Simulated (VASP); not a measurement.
## TiCl2: single point with PBE

The system is TiCl2, a sheet with vacuum.

```
Ti Cl
1.0
     3.27749    0.00000    0.00000
    -1.63874    2.83839    0.00000
     0.00000    0.00000   29.73775
Ti Cl
1 2
Direct
  0.00000 0.00000 0.28583
  0.66667 0.33333 0.23262
  0.66667 0.33333 0.33905
```

The cell was built from a structure type or drawn by symmetry, and may not be a known phase.

```
Program                : VASP 6.6.1
Task                   : single point
Functional             : PBE
Potentials or basis    : VASP PAW PBE potentials, release 64 (Ti_sv, Cl)
Cutoff                 : 520 eV
k mesh                 : 9 × 9 × 1
Occupations            : gaussian, width 0.02 eV
Spin                   : no spin polarisation
Dipole correction      : yes
Further INCAR settings : ALGO = Normal; EDIFF = 1e-06; NBANDS = 20
```

```yaml
Largest_force: 0.016 eV/Å
Band_gap_on_the_k_mesh: 0.93 eV (least direct gap 1.20 eV)
```

Forces on the atoms (eV/Å):
```
Ti   0.000  0.000  0.000
Cl   0.000  0.000 -0.016
Cl   0.000  0.000  0.016
```

Levels at points of the mesh, in eV from the valence-band top:
```csv
k point,band 11,band 12,band 13,band 14,band 15,band 16
"(0.00, 0.00, 0.00)",-3.72,-3.72,-0.18,1.01,1.01,1.28
```

It took 59 s on 1 thread of Intel(R) Xeon(R) 6975P-C (Granite Rapids) (shared host), peak memory 0.35 GiB.
